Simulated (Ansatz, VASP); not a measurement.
PbS: VASP beside Ansatz

Contents of POSCAR:

```
PbS
1.0
    0.0000000000      3.0047775019      3.0047775019
    3.0047775019      0.0000000000      3.0047775019
    3.0047775019      3.0047775019      0.0000000000
Pb S
1 1
Direct
    0.0000000000      0.0000000000      0.0000000000
    0.5000000000      0.5000000000      0.5000000000
```

INCAR.step1

```
SYSTEM = PbS
  PREC = Accurate
  ENCUT = 520
  EDIFF = 1E-5
  ISMEAR = -1
  SIGMA = 0.05
  LREAL = .FALSE.
  LASPH = .TRUE.
  NELM = 80
  ALGO = Normal
  ISIF = 2
  LWAVE = .TRUE.
  LCHARG = .FALSE.
  NBANDS = 17
  GGA = PE
```

File INCAR.step2:

```
SYSTEM = PbS
  PREC = Accurate
  ENCUT = 520
  EDIFF = 1E-6
  ISMEAR = -1
  SIGMA = 0.05
  LREAL = .FALSE.
  LASPH = .TRUE.
  NELM = 80
  ALGO = Normal
  ISIF = 2
  LWAVE = .FALSE.
  LCHARG = .FALSE.
  GGA = PE
  LHFCALC = .TRUE.
  AEXX = 1.0
  ALDAC = 0.0
  AGGAC = 0.0
  PRECFOCK = Normal
  NBANDS = 17
  ISTART = 1
```

The input KPOINTS:

```
Automatic mesh
0
G
  4 4 4
  0 0 0
```

Contents of input.yaml:

```yaml
crystal:
  lattice:
    - [0.0, 3.0047775019, 3.0047775019]
    - [3.0047775019, 0.0, 3.0047775019]
    - [3.0047775019, 3.0047775019, 0.0]
  atoms:
    - { symbol: Pb, position: [0.0, 0.0, 0.0] }
    - { symbol: S, position: [0.5, 0.5, 0.5] }
hamiltonian:
  xc: hf
  pseudopotentials: { kind: paw }
kpoints:
  mp_grid: { grid: [4, 4, 4] }
scf:
  occupations: { method: fermi_dirac, width: 0.05 }
output:
  forces: true
  stress: true
  eigenvalues: true
```

Alike in both runs: task single point; functional HF; k mesh 4 × 4 × 4; occupations fermi-dirac, width 0.05 eV; no spin polarisation.

```csv
,VASP,Ansatz
version,VASP 6.6.1,Ansatz 0.2.0
potentials or method,"VASP PAW PBE potentials, release 64 (Pb_d, S)",Ansatz PAW
plane-wave cutoff (eV),520,420
valence electrons in the cell,20,20
```

Ansatz gave:

```
gap on the k mesh at the Fermi level (eV) : 5.53
least direct gap on the mesh (eV)         : 5.53
pressure (GPa)                            : 5.2
```

Problem. Estimate VASP's values.

Solution. gap on the k mesh at the Fermi level (eV): 5.70; least direct gap on the mesh (eV): 5.70; pressure (GPa): 4.5.

VASP's potentials were made for PBE, not for HF.

The k mesh is coarse, so the values compare programs but aren't converged. Spin-orbit coupling is off throughout.
